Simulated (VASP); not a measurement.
Wanted: the native input for a VASP 6.6.1 run.

```yaml
Task: single point
Functional: PBE
Potentials_or_basis: VASP PAW PBE potentials, release 64 (Mo_sv, W_sv)
Cutoff: 500 eV
k_mesh: 12 × 12 × 6
Occupations: gaussian, width 0.1 eV
Spin: no spin polarisation
Dipole_correction: no
Further_INCAR_settings: ALGO = Normal; EDIFF = 1e-06; NBANDS = 36
```

The structure of Mo3W lies in POSCAR:

```
Mo3W
1.0
    3.0677447459      0.0000000000      0.0000000000
    0.0000000000      3.0677447459      0.0000000000
    0.0000000000      0.0000000000      6.1360873116
Mo W
3 1
Direct
    0.5000000000      0.5000000000      0.7486501532
    0.0000000000      0.0000000000      0.5000000000
    0.5000000000      0.5000000000      0.2513498468
    0.0000000000      0.0000000000      0.0000000000
```

These files were run (other wordings do the same):

INCAR

```
PREC = Accurate
ENCUT = 500
EDIFF = 1E-6
ISMEAR = 0
SIGMA = 0.1
LREAL = F
LASPH = T
NELM = 120
ALGO = Normal
ISIF = 2
LWAVE = F
LCHARG = F
GGA = PE
NBANDS = 36
GGA_COMPAT = F
```

KPOINTS

```
Automatic mesh
0
Gamma
  12 12 6
```

Potentials or basis: VASP PAW PBE potentials, release 64 (Mo_sv, W_sv).

The run is started by

```bash
$ cat potpaw_PBE.64/Mo_sv/POTCAR potpaw_PBE.64/W_sv/POTCAR > POTCAR
$ mpirun -np 1 vasp_std > vasp.out
```

Results of the run:

```
Pressure               : 32.3 GPa
Largest force          : 0.014 eV/Å
Band gap on the k mesh : zero (bands 28 and 29 overlap by 2.33 eV)
```

Caveat: the cell stands under pressure; spin-orbit coupling is left out, which moves the levels of the heavy elements.

Wall time 100 s on 1 thread of AMD EPYC 9R45 96-Core Processor (Zen 5), with other jobs on the host, peak memory 0.27 GiB.
